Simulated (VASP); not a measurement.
NiO2, 6 atoms in the cell. It takes space group P6_3/mmc (No. 194, hexagonal). The conventional cell has a = 2.912 Å, b = 2.912 Å, c = 10.555 Å, α = 90.00°, β = 90.00°, γ = 120.00°. Within 2.6 Å of Ni (site symmetry -3m) lie 6 O at 1.93 Å. O (site symmetry 3m) has 3 Ni at 1.93 Å and 3 O at 2.52 Å within 2.6 Å. 

```yaml
Program: VASP 6.6.1
Task: single point
Functional: r2SCAN
Potentials_or_basis: VASP PAW PBE potentials, release 64 (Ni_sv_GW, O)
Cutoff: 770 eV
k_mesh: 12 × 12 × 4
Occupations: gaussian, width 0.02 eV
Spin: no spin polarisation
Dipole_correction: no
Further_INCAR_settings: ALGO = Normal; EDIFF = 1e-06; NBANDS = 39
```

Potentials or basis: VASP PAW PBE potentials, release 64 (Ni_sv_GW, O).

Launch:

```sh
$ cat potpaw_PBE.64/Ni_sv_GW/POTCAR potpaw_PBE.64/O/POTCAR > POTCAR
$ cp INCAR.step1 INCAR
$ mpirun -np 1 vasp_std > vasp.out
$ cp INCAR.step2 INCAR
$ mpirun -np 1 vasp_std > vasp.out
```

Hardware: 1 thread of Intel(R) Xeon(R) Platinum 8488C (Sapphire Rapids) (shared host).

**Question.** Estimate the wall time of this run.

**Answer.** Run time: 16 min on 1 thread of Intel(R) Xeon(R) Platinum 8488C (Sapphire Rapids) (shared host), peak memory 0.48 GiB. Counts: k points 57.
